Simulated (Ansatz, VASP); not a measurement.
**TiMnS2: VASP beside Ansatz**

```xyz
4
Lattice="3.8596 0.0000 0.0000 0.0000 3.8596 0.0000 0.0000 0.0000 5.4801" Properties=species:S:1:pos:R:3 pbc="T T T"
Ti    1.9298    1.9298    2.7401
Mn    0.0000    0.0000    0.0000
S     1.9298    0.0000    4.1232
S     0.0000    1.9298    1.3569
```

Alike in both runs: task relaxation of cell and atoms; functional PBE; k mesh 12 × 12 × 8; occupations gaussian, width 0.1 eV; collinear spin.

|  | VASP | Ansatz |
| --- | --- | --- |
| version | VASP 6.6.1 | Ansatz 0.2.0 |
| potentials or method | VASP PAW PBE potentials, release 64 (Ti_sv, Mn_pv, S), cutoff 500 eV | scalar-relativistic, plane waves, PAW |
| valence electrons in the cell | 37 | 39 |

Ansatz gave:

| Property | Result |
| --- | --- |
| gap on the k mesh at the Fermi level, each at its own relaxed structure (eV) | none |
| net moment per atom (μB) | 0.75 |
| size of the moment on the site where the two differ most (μB) | 3.61 |
| relaxed volume (Å³/atom) | 20.40 |
| relaxed cell length with the largest relative difference (Å) | 5.399 |

**Question.** Which values does VASP return?

**Answer.** gap on the k mesh at the Fermi level, each at its own relaxed structure (eV): none; net moment per atom (μB): 0.75; size of the moment on the site where the two differ most (μB): 3.80; relaxed volume (Å³/atom): 20.44; relaxed cell length with the largest relative difference (Å): 5.407.

Site moments also hang on the region over which each program counts them. A gap of «none» marks a metal or a gap that the smearing closes. VASP's potentials hold 37 valence electrons a cell and Ansatz's 39, so a difference there can come from the potentials and not from the codes.
